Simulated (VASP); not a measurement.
MgS (Niningerite), 2 atoms in the cell. The structure is cubic, space group Fm-3m (No. 225). The conventional cell has a = 5.129 Å, b = 5.129 Å, c = 5.129 Å, α = 90.00°, β = 90.00°, γ = 90.00°. Within 3.4 Å of Mg (site symmetry m-3m) lie 6 S at 2.56 Å. S (site symmetry m-3m) has 6 Mg at 2.56 Å within 3.4 Å. 

```yaml
Program: VASP 6.6.1
Task: vibrations by perturbation theory
Functional: LDA
Potentials_or_basis: VASP PAW LDA potentials, release 64 (Mg, S)
Cutoff: 600 eV
k_mesh: 8 × 8 × 8
Occupations: gaussian, width 0.01 eV
Spin: no spin polarisation
Dipole_correction: no
Further_INCAR_settings: ALGO = Normal; EDIFF = 1e-08; NBANDS = 11; IBRION = 8; NSW = 1
```

Potentials or basis: VASP PAW LDA potentials, release 64 (Mg, S).

Command:

```console
$ cat potpaw_LDA.64/Mg/POTCAR potpaw_LDA.64/S/POTCAR > POTCAR
$ mpirun -np 1 vasp_std > vasp.out
```

Hardware: 1 thread of Intel(R) Xeon(R) Platinum 8375C CPU @ 2.90GHz (Ice Lake) (shared host).

**Question.** Estimate the wall time of this run.

**Answer.** It took 2.4 min on 1 thread of Intel(R) Xeon(R) Platinum 8375C CPU @ 2.90GHz (Ice Lake) (shared host), peak memory 0.22 GiB. Counts: scf iterations 119, k points 29.
